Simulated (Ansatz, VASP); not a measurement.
One calculation of Hf, two programs

Contents of INCAR:

```
SYSTEM = Hf
ALGO = Normal
EDIFF = 1E-6
ENCUT = 520
GGA = PS
ISIF = 2
ISMEAR = -1
LASPH = .True.
LCHARG = .False.
LREAL = .False.
LWAVE = .False.
NBANDS = 17
NELM = 100
PREC = Accurate
SIGMA = 0.05
```

KPOINTS

```
k-points
0
Gamma
  13 13 7
  0 0 0
```

File POSCAR:

```
Hf
1.0
    3.2593948047      0.0000000000      0.0000000000
   -1.6296974024      2.8227187018      0.0000000000
    0.0000000000      0.0000000000      5.1569977332
Hf
2
Direct
    0.3333333333      0.6666666667      0.2500000000
    0.6666666667      0.3333333333      0.7500000000
```

Input for Ansatz:

```yaml
crystal:
  lattice:
    - [3.2593948047, 0.0, 0.0]
    - [-1.6296974024, 2.8227187018, 0.0]
    - [0.0, 0.0, 5.1569977332]
  atoms:
    - { symbol: Hf, position: [0.3333333333, 0.6666666667, 0.25] }
    - { symbol: Hf, position: [0.6666666667, 0.3333333333, 0.75] }
kpoints:
  mp_grid: { grid: [13, 13, 7] }
  band_path:
    path:
      - [0.0, 0.0, 0.0]
      - [0.5, 0.0, 0.0]
      - [0.3333333333, 0.3333333333, 0.0]
      - [0.0, 0.0, 0.0]
      - [0.0, 0.0, 0.5]
      - [0.5, 0.0, 0.5]
      - [0.3333333333, 0.3333333333, 0.5]
      - [0.0, 0.0, 0.5]
      - [0.5, 0.0, 0.5]
    npoints: 5
scf:
  occupations: { method: fermi_dirac, width: 0.05 }
hamiltonian:
  xc: pbesol
  pseudopotentials: { kind: all_electron, lapw: { basis_error: 0.0005 } }
output:
  forces: true
  stress: true
  eigenvalues: true
```

Change from the starting cell: volume scaled by 1.06.

Alike in both runs: task single point; functional PBEsol; k mesh 13 × 13 × 7; occupations fermi-dirac, width 0.05 eV; no spin polarisation.

```csv
,VASP,Ansatz
version,VASP 6.6.1,Ansatz 0.2.0
potentials or method,"VASP PAW PBE potentials, release 64 (Hf_pv), cutoff 520 eV","all-electron LAPW, scalar-relativistic"
```

|  | VASP | Ansatz | Ansatz less VASP |
| --- | --- | --- | --- |
| pressure (GPa) | -9.4 | -9.0 | +0.40 |
| traceless stress, the component that is largest in VASP (GPa) | -0.35 | -0.29 | +0.053 |

VASP's potentials were made for PBE, not for PBEsol. Ansatz ran all-electron here, and VASP with PAW potentials.

Neither program's run includes spin-orbit coupling.
